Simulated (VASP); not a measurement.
Set up this calculation in VASP 6.6.1, as the native input.

```yaml
Task: single point
Functional: r2SCAN
Potentials_or_basis: VASP PAW PBE potentials, release 64 (W_sv)
Cutoff: 520 eV
k_mesh: 20 × 20 × 20
Occupations: gaussian, width 0.15 eV
Spin: no spin polarisation
Dipole_correction: no
Further_INCAR_settings: ALGO = Normal; EDIFF = 1e-07; NBANDS = 13
```

W:

```
CELL_PARAMETERS angstrom
-1.51744 1.51744 1.51744
1.51744 -1.51744 1.51744
1.51744 1.51744 -1.51744
ATOMIC_POSITIONS crystal
W 0.00000 0.00000 0.00000
```

This cell differs from its parent crystal: strain -0.050 along x and y, -0.050 along z.

One way to write it, as run:

POSCAR

```
W
1.0
   -1.5174350000      1.5174350000      1.5174350000
    1.5174350000     -1.5174350000      1.5174350000
    1.5174350000      1.5174350000     -1.5174350000
W
1
Direct
    0.0000000000      0.0000000000      0.0000000000
```

INCAR.step1

```
  ALGO = Normal
  EDIFF = 1E-4
  ENCUT = 520
  GGA = PE
  ISMEAR = 0
  LASPH = T
  LCHARG = F
  LREAL = F
  LWAVE = T
  NBANDS = 13
  NELM = 60
  PREC = Accurate
  SIGMA = 0.15
```

INCAR.step2

```
  ALGO = Normal
  EDIFF = 1E-7
  ENCUT = 520
  ISIF = 2
  ISMEAR = 0
  ISTART = 1
  LASPH = T
  LCHARG = F
  LMIXTAU = T
  LREAL = F
  LWAVE = F
  METAGGA = R2SCAN
  NBANDS = 13
  NELM = 60
  PREC = Accurate
  SIGMA = 0.15
```

KPOINTS

```
k-points
0
Gamma
  20 20 20
```

Potentials or basis: VASP PAW PBE potentials, release 64 (W_sv).

Run with:

```sh
$ cat potpaw_PBE.64/W_sv/POTCAR > POTCAR
$ cp INCAR.step1 INCAR
$ mpirun -np 1 vasp_std > vasp.out
$ cp INCAR.step2 INCAR
$ mpirun -np 1 vasp_std > vasp.out
```

Results of the run:

```yaml
Pressure: 56.2 GPa
Band_gap_on_the_k_mesh: zero (bands 7 and 8 overlap by 7.85 eV)
```

Caveat: the cell differs from its parent crystal (strain -0.050 along x and y, -0.050 along z); the cell stands under pressure; the PAW data sets were made with another functional, which shifts forces and pressure a little; spin-orbit coupling is left out, which moves the levels of the heavy elements.

Run time: 71 s on 1 thread of Intel(R) Xeon(R) 6975P-C (Granite Rapids), on a shared host, peak memory 0.16 GiB.
